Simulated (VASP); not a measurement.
Here is a VASP 6.6.1 calculation.

INCAR

```
SYSTEM = Li4F
  PREC = Accurate
  ENCUT = 520
  EDIFF = 1E-6
  ISMEAR = 0
  SIGMA = 0.1
  LREAL = .False.
  LASPH = .True.
  NELM = 100
  ALGO = Normal
  ISIF = 2
  LWAVE = .False.
  LCHARG = .False.
  LDIPOL = .True.
  IDIPOL = 3
  DIPOL = 0.5 0.5 0.503
  GGA = PS
  IBRION = 2
  NSW = 90
  EDIFFG = -0.03
```

File KPOINTS:

```
regular mesh
0
Gamma
  9 9 1
  0 0 0
```

File POSCAR:

```
Li4F
1.0
    3.0534023709      0.0000000000      0.0000000000
    0.0000000000      3.0534023709      0.0000000000
    0.0000000000      0.0000000000     25.4772445665
Li F
4 1
Selective dynamics
Direct
    0.5000000000      0.5000000000      0.3336310557  F F F
    0.0000000000      0.0000000000      0.4183765436  F F F
    0.5000000000      0.5000000000      0.5064912706  T T T
    0.0000000000      0.0000000000      0.5914669341  T T T
    0.0000000000      0.0000000000      0.6644732592  T T T
```

Potentials or basis: VASP PAW PBE potentials, release 64 (Li_sv, F).

Command:

```bash
$ cat potpaw_PBE.64/Li_sv/POTCAR potpaw_PBE.64/F/POTCAR > POTCAR
$ mpirun -np 1 vasp_std > vasp.out
```

Q: Predict the energy gained by relaxing.

A: 76.3 meV/atom.

Q: Estimate the band gap on the k mesh.

A: Zero (an odd number of electrons rules out a gap without spin polarisation).

Step by step:
```csv
step,energy change (eV),largest force on free atoms (eV/Å),pressure (GPa)
1,0.0000,2.1206,-0.69
2,-0.3177,1.1027,-0.27
3,-0.3678,0.2803,0.19
4,-0.3692,0.1596,0.06
5,-0.3692,0.1573,0.12
6,-0.3709,0.1454,0.12
7,-0.3753,0.1089,0.11
8,-0.3805,0.0492,0.09
9,-0.3766,0.1211,0.06
10,-0.3813,0.0626,0.08
11,-0.3804,0.1988,0.17
12,-0.3814,0.0304,0.09
13,-0.3816,0.0284,0.10
```

Caveat: the cutoff is under 1.25 times the usual one of these potentials, so pressure, stress and relaxed cells hold a basis-set (Pulay) error; the PAW data sets were made with another functional, which shifts forces and pressure a little; an odd number of electrons without spin polarisation forces a metal; a magnetic or distorted state may lie lower.
